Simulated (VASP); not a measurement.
Runs of VASP 6.6.1 on FeAu. It takes space group R-3m (No. 166, trigonal). Conventional cell: a = 2.823 Å, b = 2.823 Å, c = 13.408 Å, α = 90.00°, β = 90.00°, γ = 120.00°. Fe (site symmetry -3m) has 6 Au at 2.77 Å and 6 Fe at 2.82 Å within 3.6 Å. Au (site symmetry -3m) has 6 Fe at 2.77 Å and 6 Au at 2.82 Å within 3.6 Å. 

```tsv
level	potentials or basis	k mesh	cutoff (eV)	smearing	second run	gap on the mesh (eV)	pressure (GPa)	moment (μB)
RPBE	VASP PAW PBE potentials, release 64 (Fe_sv, Au_sv_GW)	3 × 3 × 3	600	gaussian 0.1 eV	valence_matched	none	0.6	3.16
PBE	VASP PAW PBE potentials, release 64 (Fe, Au)	6 × 2 × 3	520	gaussian 0.11 eV	-	none	(a)	2.93
LDA	VASP PAW LDA potentials, release 64 (Fe, Au)	6 × 6 × 6	520	gaussian 0.1 eV	-	none	(b)	2.63
RPBE	VASP PAW PBE potentials, release 64 (Fe, Au)	3 × 3 × 3	520	gaussian 0.1 eV	-	none	1.3	3.09
PBE	VASP PAW PBE potentials, release 64 (Fe, Au)	6 × 6 × 6	520	fermi-dirac 0.46 eV	-	none	1.2	2.63
```

Alike in all rows: task single point; spin collinear, ferromagnetic start; cell as given.

Estimate the missing entries.

(a) -1.0; (b) -15.2.

Caveats: all runs use coarse meshes; spin-orbit coupling is left out, which moves the levels of the heavy elements; the PAW data sets were made with another functional, which shifts forces and pressure a little (some runs).

A k mesh can miss the band edges, and the runs leave out spin-orbit coupling on Au.

A gap of «none» marks levels without a gap at the run's occupations.

The runs don't all hold the same shells in valence.
